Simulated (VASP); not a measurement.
A run of VASP 6.6.1 is set up as follows.

File INCAR:

```
  PREC = Accurate
  ENCUT = 520
  EDIFF = 1E-6
  ISMEAR = 0
  SIGMA = 0.05
  LREAL = Auto
  LASPH = T
  NELM = 100
  ALGO = Normal
  ISIF = 2
  LWAVE = F
  LCHARG = T
  GGA = PE
  LELF = T
  LVHAR = T
  NELECT = 74.0
  NBANDS = 52
```

File KPOINTS:

```
regular mesh
0
Gamma
  2 2 2
```

The input POSCAR:

```
CuSi16
1.0
    0.0000000000      5.4300000000      5.4300000000
    5.4300000000      0.0000000000      5.4300000000
    5.4300000000      5.4300000000      0.0000000000
Si Cu
16 1
Direct
   -0.0009827808      0.0303162983     -0.0274964088
    0.1237153775      0.1182774401      0.1276223757
   -0.0018649171     -0.0109223757      0.5023912523
    0.1362755064      0.1254705341      0.6025254144
   -0.0050029466      0.5076871087      0.0018900552
    0.1145348066      0.6588550645      0.1127758748
    0.0015456722      0.5082186004      0.4892583794
    0.1274694291      0.6146511971      0.6295998158
    0.5026424494     -0.0118862799      0.0073433702
    0.6311988950      0.1183769797      0.1274351750
    0.5109810313     -0.0108707182      0.5022390424
    0.6254634438      0.1152844383      0.6342730203
    0.4961470534      0.5077037753      0.0018118785
    0.6230315838      0.6134903315      0.1411256906
    0.4995467772      0.4888539595      0.5125786372
    0.6288453959      0.6147080110      0.6294999079
    0.2556143646      0.2875985267      1.2019344383
```

Potentials or basis: VASP PAW PBE potentials, release 64 (Si, Cu).

Command:

```sh
$ cat potpaw_PBE.64/Si/POTCAR potpaw_PBE.64/Cu/POTCAR > POTCAR
$ mpirun -np 1 vasp_std > vasp.out
```

(1) Estimate the largest force.

Answers

(1) 0.023 eV/Å.

Caveat: the k points lie up to 0.50 Å⁻¹ apart; the cell carries a net charge on a neutralising background, which shifts energy and pressure.
